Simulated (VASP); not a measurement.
# Ir (Fm-3m) in VASP: settings compared

Aim: see how the results for Ir move with the level of theory and the settings. Levels: LDA, PBEsol. Tasks: single point.

All numbers are computed with VASP 6.6.1; they aren't measurements. Logs are shortened: lines on timing, memory, paths and dates and some standing lists are left out, and cuts for length are marked.

## Step 1: The cell of the first run

Symmetry: Fm-3m, No. 225, cubic system. The conventional cell has a = 3.857 Å, b = 3.857 Å, c = 3.857 Å, α = 90.00°, β = 90.00°, γ = 90.00°. Ir (site symmetry m-3m) has 12 Ir at 2.73 Å within 3.6 Å.

## Step 2: Single point, LDA (volume scaled by 1.02)

Contents of INCAR:

```
PREC = Accurate
ENCUT = 520
EDIFF = 1E-6
ISMEAR = -1
SIGMA = 0.05
LREAL = False
LASPH = True
NELM = 100
ALGO = Normal
ISIF = 2
LWAVE = False
LCHARG = False
GGA = CA
NBANDS = 10
```

Contents of KPOINTS:

```
Automatic mesh
0
Gamma
  12 12 12
```

Contents of POSCAR:

```
Ir
1.0
    0.0000000000      1.9282864624      1.9282864624
    1.9282864624      0.0000000000      1.9282864624
    1.9282864624      1.9282864624      0.0000000000
Ir
1
Direct
    0.0000000000      0.0000000000      0.0000000000
```

Potentials or basis: VASP PAW LDA potentials, release 64 (Ir).

Command:

```
cat potpaw_LDA.64/Ir/POTCAR > POTCAR
mpirun -np 1 vasp_std > vasp.out
```

OUTCAR:

```text
PREC = Accurate
   ENCUT = 520
   EDIFF = 1E-6
   ISMEAR = -1
   LREAL = False
   LASPH = True
   NELM = 100
   ISIF = 2
   GGA = CA

 ion  position               nearest neighbor table
   1  0.000  0.000  0.000-

  LATTYP: Found a face centered cubic cell.
 ALAT       =     3.8565729248

  Lattice vectors:

 A1 = (   0.0000000000,   1.9282864624,   1.9282864624)
 A2 = (   1.9282864624,   0.0000000000,   1.9282864624)
 A3 = (   1.9282864624,   1.9282864624,   0.0000000000)

Analysis of symmetry for initial positions (statically):
[... 5 lines left out ...]
 face centered cubic supercell.

 Subroutine GETGRP returns: Found 48 space group operations
 (whereof 48 operations were pure point group operations)
 out of a pool of 48 trial point group operations.

The static configuration has the point symmetry O_h .

Analysis of symmetry for dynamics (positions and initial velocities):
[... 5 lines left out ...]
 face centered cubic supercell.

 Subroutine GETGRP returns: Found 48 space group operations
 (whereof 48 operations were pure point group operations)
 out of a pool of 48 trial point group operations.

The dynamic configuration has the point symmetry O_h .

 Subroutine INISYM returns: Found 48 space group operations
 (whereof 48 operations are pure point group operations),
 and found     1 'primitive' translations

----------------------------------------------------------------------------------------

                                     Primitive cell

  volume of cell :      14.3399

  direct lattice vectors                    reciprocal lattice vectors
     0.000000000  1.928286462  1.928286462    -0.259297573  0.259297573  0.259297573
     1.928286462  0.000000000  1.928286462     0.259297573 -0.259297573  0.259297573
     1.928286462  1.928286462  0.000000000     0.259297573  0.259297573 -0.259297573

  length of vectors
     2.727008867  2.727008867  2.727008867     0.449116571  0.449116571  0.449116571

  position of ions in fractional coordinates (direct lattice)
     0.000000000  0.000000000  0.000000000

  ion indices of the primitive-cell ions
   primitive index   ion index
                 1           1

----------------------------------------------------------------------------------------

 KPOINTS: Automatic mesh

Automatic generation of k-mesh.
 Grid dimensions read from file:
 generate k-points for:   12   12   12

 Generating k-lattice:

  Cartesian coordinates                     Fractional coordinates (reciprocal lattice)
    -0.021608131  0.021608131  0.021608131     0.083333333  0.000000000  0.000000000
     0.021608131 -0.021608131  0.021608131     0.000000000  0.083333333  0.000000000
     0.021608131  0.021608131 -0.021608131     0.000000000  0.000000000  0.083333333

  Length of vectors
     0.037426381  0.037426381  0.037426381

  Shift w.r.t. Gamma in fractional coordinates (k-lattice)
     0.000000000  0.000000000  0.000000000

 Subroutine IBZKPT returns following result:
 ===========================================

 Found     72 irreducible k-points:

 Following reciprocal coordinates:
            Coordinates               Weight
  0.000000  0.000000  0.000000      1.000000
  0.083333  0.000000  0.000000      8.000000
  0.166667  0.000000  0.000000      8.000000
  0.250000  0.000000  0.000000      8.000000
  0.333333  0.000000  0.000000      8.000000
  0.416667  0.000000  0.000000      8.000000
[... 16 lines left out ...]
  0.500000  0.166667  0.000000     24.000000
 -0.416667  0.166667  0.000000     24.000000
 [... further k-points ...]
   k-points           NKPTS =     72   k-points in BZ     NKDIM =     72   number of bands    NBANDS=     10
   number of dos      NEDOS =    301   number of ions     NIONS =      1
   total plane-waves  NPLWV =   8000
   dimension x,y,z NGX =    20 NGY =   20 NGZ =   20
   dimension x,y,z NGXF=    40 NGYF=   40 NGZF=   40
   ions per type =               1
   NGX,Y,Z   is equivalent  to a cutoff of  12.19, 12.19, 12.19 a.u.
   NGXF,Y,Z  is equivalent  to a cutoff of  24.39, 24.39, 24.39 a.u.
 SYSTEM =  unknown system
   PREC   = accura    normal or accurate (medium, high low for compatibility)
   ISTART =      0    job   : 0-new  1-cont  2-samecut
   ICHARG =      2    charge: 1-file 2-atom 10-const
   ISPIN  =      1    spin polarized calculation?
   LNONCOLLINEAR =      F non collinear calculations
   LSORBIT =      F    spin-orbit coupling
   LASPH  =      T    aspherical Exc in radial PAW
   ENCUT  =  520.0 eV  38.22 Ry    6.18 a.u.   5.07  5.07  5.07*2*pi/ulx,y,z
   NELM   =    100;   NELMIN=  2; NELMDL= -5     # of ELM steps
   EDIFF  = 0.1E-05   stopping-criterion for ELM
   LREAL  =      F    real-space projection
   EDIFFG = 0.1E-04   stopping-criterion for IOM
   NSW    =      0    number of steps for IOM
   IBRION =     -1    ionic relax: 0-MD 1-quasi-New 2-CG
   NFREE  =      0    steps in history (QN), initial steepest desc. (CG)
   ISIF   =      2    stress and relaxation
[... 106 lines left out ...]
     10      32.4552      0.00000

 k-point     6 :       0.4167    0.0000    0.0000
  band No.  band energies     occupation
      1       2.1033      2.00000
      2       6.2360      2.00000
      3       6.2360      2.00000
      4       8.3432      2.00000
      5      10.6148      0.00006
      6      10.6148      0.00006
      7      18.5787      0.00000
      8      24.3784      0.00000
      9      30.4538      0.00000
     10      30.4538      0.00000

 k-point     7 :       0.5000    0.0000    0.0000
  band No.  band energies     occupation
      1       2.0988      2.00000
      2       6.1473      2.00000
      3       6.1473      2.00000
      4       9.3900      2.00000
      5      10.9411      0.00000
      6      10.9411      0.00000
      7      17.1927      0.00000
      8      23.9823      0.00000
      9      29.6980      0.00000
     10      29.6980      0.00000

 k-point     8 :       0.0833    0.0833    0.0000
  band No.  band energies     occupation
      1      -0.4842      2.00000
      2       5.9326      2.00000
      3       6.4622      2.00000
      4       6.4622      2.00000
      5       8.5511      2.00000
      6       9.0181      2.00000
      7      25.1453      0.00000
      8      28.9076      0.00000
      9      30.0391      0.00000
     10      30.0391      0.00000

 k-point     9 :       0.1667    0.0833    0.0000
  band No.  band energies     occupation
      1       0.1787      2.00000
      2       5.6028      2.00000
      3       6.7275      2.00000
      4       6.7483      2.00000
      5       8.2548      2.00000
      6       9.1174      2.00000
      7      26.1891      0.00000
      8      27.1759      0.00000
      9      30.5207      0.00000
     10      31.1707      0.00000
[... 118 lines left out ...]
 k-point    19 :       0.1667    0.1667    0.0000
  band No.  band energies     occupation
      1       0.6385      2.00000
      2       5.1877      2.00000
      3       7.1354      2.00000
      4       7.1354      2.00000
      5       7.7173      2.00000
      6       9.3542      2.00000
      7      27.0260      0.00000
      8      28.0273      0.00000
      9      29.8791      0.00000
     10      29.8791      0.00000

 k-point    20 :       0.2500    0.1667    0.0000
  band No.  band energies     occupation
      1       1.5063      2.00000
      2       4.8090      2.00000
      3       6.9185      2.00000
      4       7.5007      2.00000
      5       8.1219      2.00000
      6       9.6517      1.99973
      7      26.4582      0.00000
      8      28.1671      0.00000
      9      29.5158      0.00000
     10      30.2443      0.00000

 k-point    21 :       0.3333    0.1667    0.0000
  band No.  band energies     occupation
      1       2.4438      2.00000
      2       4.7749      2.00000
      3       6.3181      2.00000
      4       7.5245      2.00000
      5       9.4324      2.00000
      6      10.2446      0.10113
      7      23.7113      0.00000
      8      27.5545      0.00000
      9      28.9220      0.00000
     10      30.8367      0.00000

 k-point    22 :       0.4167    0.1667    0.0000
  band No.  band energies     occupation
      1       2.8803      2.00000
      2       5.3591      2.00000
      3       6.0251      2.00000
      4       7.3028      2.00000
      5      10.8631      0.00000
      6      11.2162      0.00000
      7      20.4259      0.00000
      8      26.2891      0.00000
      9      28.2325      0.00000
     10      30.3669      0.00000

 k-point    23 :       0.5000    0.1667    0.0000
  band No.  band energies     occupation
      1       2.9598      2.00000
      2       5.3912      2.00000
      3       6.8109      2.00000
      4       7.0707      2.00000
      5      11.0191      0.00000
      6      13.2299      0.00000
      7      17.5190      0.00000
      8      25.5542      0.00000
      9      28.2474      0.00000
     10      28.7763      0.00000

 k-point    24 :      -0.4167    0.1667    0.0000
  band No.  band energies     occupation
      1       3.0284      2.00000
      2       5.4128      2.00000
      3       6.9617      2.00000
      4       7.1521      2.00000
      5      10.5037      0.00060
      6      13.8149      0.00000
      7      17.1953      0.00000
      8      25.3544      0.00000
      9      27.5147      0.00000
     10      29.4714      0.00000

 [... further k-points ...]
[... 5 lines left out ...]
  --------------------------------------------------------------------------------------
  -------------------------------------------------------------------------------------
  Total       -1.0192601     -1.0192601     -1.0192601      0.0000000      0.0000000      0.0000000
  in kB     -113.8809136   -113.8809136   -113.8809136      0.0000000      0.0000000      0.0000000
  external PRESSURE =    -113.8809136 kB  Pullay stress =       0.0000000 kB

 VOLUME and BASIS-vectors are now :
 -----------------------------------------------------------------------------
  energy-cutoff  :      520.00
  volume of cell :       14.34
      direct lattice vectors                 reciprocal lattice vectors
     0.000000000  1.928286462  1.928286462    -0.259297573  0.259297573  0.259297573
     1.928286462  0.000000000  1.928286462     0.259297573 -0.259297573  0.259297573
     1.928286462  1.928286462  0.000000000     0.259297573  0.259297573 -0.259297573

 POSITION                                       TOTAL-FORCE (eV/Angst)
 -----------------------------------------------------------------------------------
      0.00000      0.00000      0.00000         0.000000      0.000000      0.000000
 -----------------------------------------------------------------------------------
    total drift:                                0.000000      0.000000     -0.000000

  FREE ENERGIE OF THE ION-ELECTRON SYSTEM (eV)
  ---------------------------------------------------
  free  energy   TOTEN  =       -10.3315640583 eV

  energy  without entropy=      -10.3267186742  energy(sigma->0) =      -10.32914137
```

It took 6.6 s on 1 thread of Intel Xeon Platinum 8488C (Sapphire Rapids), shared host; peak memory 0.13 GiB.

What came out:

```yaml
Free_energy: -10.3316 eV
Pressure: -11.4 GPa
```

Caveat: spin-orbit coupling is left out, which moves the levels of the heavy elements.

## Step 3: Single point, LDA (volume scaled by 1.04)

Edit INCAR of step 2 so:

```diff
@@ -12,3 +12,2 @@
 LCHARG = False
-GGA = CA
 NBANDS = 10
```

Contents of KPOINTS:

```
regular mesh
0
Gamma
  12 12 12
```

Contents of POSCAR:

```
Ir
1.0
    0.0000000000      1.9408081540      1.9408081540
    1.9408081540      0.0000000000      1.9408081540
    1.9408081540      1.9408081540      0.0000000000
Ir
1
Direct
    0.0000000000      0.0000000000      0.0000000000
```

Potentials or basis: VASP PAW LDA potentials, release 64 (Ir).

Command:

```
cat potpaw_LDA.64/Ir/POTCAR > POTCAR
mpirun -np 1 vasp_std > vasp.out
```

It took 5.4 s on 1 thread of Intel Xeon Platinum 8488C (Sapphire Rapids), shared host; peak memory 0.12 GiB.

It converged, with:

```
Free energy : -10.3060 eV
Pressure    : -17.8 GPa
```

Levels at points of the mesh, in eV from the Fermi level:
| k point | band 1 | band 2 | band 3 | band 4 | band 5 | band 6 | band 7 | band 8 | band 9 |
| --- | --- | --- | --- | --- | --- | --- | --- | --- | --- |
| (0.00, 0.00, 0.00) | -10.78 | -3.75 | -3.75 | -3.75 | -1.16 | -1.16 | 14.39 | 19.73 | 19.73 |
| (0.50, 0.00, 0.00) | -7.79 | -3.83 | -3.83 | -0.65 | 0.81 | 0.81 | 6.90 | 13.92 | 19.44 |
| (0.50, 0.50, 0.00) | -7.57 | -7.03 | 0.80 | 1.35 | 1.35 | 1.72 | 10.04 | 11.52 | 11.52 |

Caveat: spin-orbit coupling is left out, which moves the levels of the heavy elements.

## Step 4: Single point, PBEsol (volume scaled by 1.04)

Contents of INCAR:

```
SYSTEM = Ir
PREC = Accurate
ENCUT = 520
EDIFF = 1E-6
ISMEAR = -1
SIGMA = 0.05
LREAL = .FALSE.
LASPH = .TRUE.
NELM = 60
ALGO = Fast
ISIF = 2
LWAVE = .FALSE.
LCHARG = .FALSE.
GGA = PS
NBANDS = 10
```

Contents of KPOINTS:

```
regular mesh
0
G
  12 12 12
  0 0 0
```

POSCAR is that of step 3.

Potentials or basis: VASP PAW PBE potentials, release 64 (Ir).

Command:

```
cat potpaw_PBE.64/Ir/POTCAR > POTCAR
mpirun -np 1 vasp_std > vasp.out
```

It took 7.8 s on 1 thread of Intel Xeon Platinum 8488C (Sapphire Rapids), shared host; peak memory 0.13 GiB.

It converged, with:

* Free energy: -9.8167 eV
* Pressure: -13.7 GPa

Levels at points of the mesh, in eV from the Fermi level:
```csv
k point,band 1,band 2,band 3,band 4,band 5,band 6,band 7,band 8
"(0.00, 0.00, 0.00)",-10.86,-3.74,-3.74,-3.74,-1.16,-1.16,14.36,19.73
"(0.50, 0.00, 0.00)",-7.82,-3.83,-3.83,-0.76,0.82,0.82,6.87,13.88
"(0.50, 0.50, 0.00)",-7.59,-7.04,0.79,1.36,1.36,1.63,9.99,11.48
```

Caveat: the PAW data sets were made with another functional, which shifts forces and pressure a little; spin-orbit coupling is left out, which moves the levels of the heavy elements.

## Step 5: Single point, LDA (volume scaled by 1.06)

Contents of INCAR:

```
PREC = Accurate
ENCUT = 520
EDIFF = 1E-6
ISMEAR = -1
SIGMA = 0.05
LREAL = False
LASPH = True
NELM = 60
ALGO = Fast
ISIF = 2
LWAVE = False
LCHARG = False
GGA = CA
NBANDS = 10
```

Contents of KPOINTS:

```
regular mesh
0
Gamma
  12 12 12
```

Contents of POSCAR:

```
Ir
1.0
    0.0000000000      1.9531703226      1.9531703226
    1.9531703226      0.0000000000      1.9531703226
    1.9531703226      1.9531703226      0.0000000000
Ir
1
Direct
    0.0000000000      0.0000000000      0.0000000000
```

Potentials or basis: VASP PAW LDA potentials, release 64 (Ir).

Command:

```
cat potpaw_LDA.64/Ir/POTCAR > POTCAR
mpirun -np 1 vasp_std > vasp.out
```

Wall time 9.5 s (1 thread of Intel Xeon Platinum 8488C (Sapphire Rapids), shared host); peak memory 0.14 GiB.

Results (log left out):

| Item | Value |
| --- | --- |
| Free energy | -10.2699 eV |
| Pressure | -23.6 GPa |

Levels at points of the mesh, in eV from the Fermi level:
```
           k point  band 1  band 2  band 3  band 4  band 5  band 6  band 7  band 8  band 9
(0.00, 0.00, 0.00)  -10.57   -3.64   -3.64   -3.64   -1.13   -1.13   14.43   19.65   19.65
(0.50, 0.00, 0.00)   -7.60   -3.71   -3.71   -0.60    0.79    0.79    6.72   13.95   19.27
(0.50, 0.50, 0.00)   -7.35   -6.83    0.77    1.31    1.31    1.73    9.79   11.43   11.43
```

Caveat: spin-orbit coupling is left out, which moves the levels of the heavy elements.

## Step 6: Single point, PBEsol (volume scaled by 1.06)

Contents of INCAR:

```
ALGO     = Fast           # electronic algorithm
EDIFF    = 1E-6           # SCF threshold, eV
ENCUT    = 520            # plane-wave cutoff, eV
GGA      = PS             # functional
ISIF     = 2              # what is computed and relaxed
ISMEAR   = -1             # smearing method
LASPH    = True           # aspherical terms in the spheres
LCHARG   = False          # write CHGCAR
LREAL    = False          # projectors in reciprocal space
LWAVE    = False          # write WAVECAR
NBANDS   = 10             # bands
NELM     = 80             # most SCF steps
PREC     = Accurate       # precision mode
SIGMA    = 0.05           # smearing width, eV
```

Contents of KPOINTS:

```
k-points
0
Gamma
  12 12 12
```

POSCAR is that of step 5.

Potentials or basis: VASP PAW PBE potentials, release 64 (Ir).

Command:

```
cat potpaw_PBE.64/Ir/POTCAR > POTCAR
mpirun -np 1 vasp_std > vasp.out
```

It took 9.3 s on 1 thread of Intel Xeon Platinum 8488C (Sapphire Rapids), shared host; peak memory 0.15 GiB.

The run converged. Its results:

| Item | Value |
| --- | --- |
| Free energy | -9.7877 eV |
| Pressure | -19.5 GPa |

Levels at points of the mesh, in eV from the Fermi level:
```
           k point  band 1  band 2  band 3  band 4  band 5  band 6  band 7  band 8
(0.00, 0.00, 0.00)  -10.65   -3.63   -3.63   -3.63   -1.13   -1.13   14.39   19.65
(0.50, 0.00, 0.00)   -7.62   -3.71   -3.71   -0.70    0.79    0.79    6.69   13.91
(0.50, 0.50, 0.00)   -7.38   -6.83    0.77    1.31    1.31    1.64    9.74   11.40
```

Caveat: the PAW data sets were made with another functional, which shifts forces and pressure a little; spin-orbit coupling is left out, which moves the levels of the heavy elements.

## Step 7: Overview

```tsv
level	potentials or basis	cell	gap on the mesh (eV)	pressure (GPa)
LDA	VASP PAW LDA potentials, release 64 (Ir)	a = 2.727 Å, angles 60.0°, 1 atom	none	-11.4
LDA	VASP PAW LDA potentials, release 64 (Ir)	a = 2.745 Å, angles 60.0°, 1 atom	none	-17.8
PBEsol	VASP PAW PBE potentials, release 64 (Ir)	a = 2.745 Å, angles 60.0°, 1 atom	none	-13.7
LDA	VASP PAW LDA potentials, release 64 (Ir)	a = 2.762 Å, angles 60.0°, 1 atom	none	-23.6
PBEsol	VASP PAW PBE potentials, release 64 (Ir)	a = 2.762 Å, angles 60.0°, 1 atom	none	-19.5
```

Alike in all rows: task single point; no spin polarisation; k mesh 12 × 12 × 12; cutoff (eV) 520; smearing fermi-dirac 0.05 eV.

Caveats: spin-orbit coupling is left out, which moves the levels of the heavy elements; the PAW data sets were made with another functional, which shifts forces and pressure a little (some runs).

Absolute energies hang on the potentials; compare differences alone.
